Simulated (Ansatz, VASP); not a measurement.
# One calculation of Cu, two programs

Contents of INCAR:

```
  PREC = Accurate
  ENCUT = 520
  EDIFF = 1E-6
  ISMEAR = -1
  SIGMA = 0.05
  LREAL = False
  LASPH = True
  NELM = 60
  ALGO = Normal
  ISIF = 2
  LWAVE = False
  LCHARG = False
  NBANDS = 18
```

KPOINTS

```
regular mesh
0
Gamma
  13 13 7
```

File POSCAR:

```
Cu
1.0
    2.5730649657      0.0000000000      0.0000000000
   -1.2865324828      2.2283396258      0.0000000000
    0.0000000000      0.0000000000      4.1683652444
Cu
2
Direct
    0.2133333333      0.6066666667      0.1600000000
    0.7866666667      0.3933333333      0.8400000000
```

Input for Ansatz:

```yaml
crystal:
  lattice:
    - [2.5730649657, 0.0, 0.0]
    - [-1.2865324828, 2.2283396258, 0.0]
    - [0.0, 0.0, 4.1683652444]
  atoms:
    - { symbol: Cu, position: [0.2133333333, 0.6066666667, 0.16] }
    - { symbol: Cu, position: [0.7866666667, 0.3933333333, 0.84] }
kpoints:
  mp_grid: { grid: [13, 13, 7] }
scf:
  occupations: { method: fermi_dirac, width: 0.05 }
hamiltonian:
  xc: lda
  pseudopotentials: { kind: paw }
output:
  forces: true
  stress: true
  eigenvalues: true
  populations: true
  write_density: true
  write_potential: true
  elf: true
  volumetric_format: npy
basis:
  ecutwfc: "44.1 Ry"
```

Alike in both runs: task single point; functional LDA; k mesh 13 × 13 × 7; occupations fermi-dirac, width 0.05 eV; no spin polarisation.

```csv
,VASP,Ansatz
version,VASP 6.6.1,Ansatz 0.2.0
potentials or method,"VASP PAW LDA potentials, release 64 (Cu), cutoff 520 eV","PAW with Ansatz's default frozen-core files, scalar-relativistic"
valence electrons in the cell,22,38
```

|  | VASP | Ansatz | Ansatz less VASP |
| --- | --- | --- | --- |
| gap on the k mesh at the Fermi level (eV) | none | none | - |
| rms of the force components (eV/Å) | 11.646 | 12.305 | +0.6588 |

LDA's correlation is that of Perdew and Zunger in VASP and of Perdew and Wang (1992) in Ansatz. Atom by atom the forces differ by 0.666 eV/Å (rms over components). A gap of «none» marks a metal or a gap that the smearing closes. VASP's potentials hold 22 valence electrons a cell and Ansatz's 38, so a difference there can come from the potentials and not from the codes.
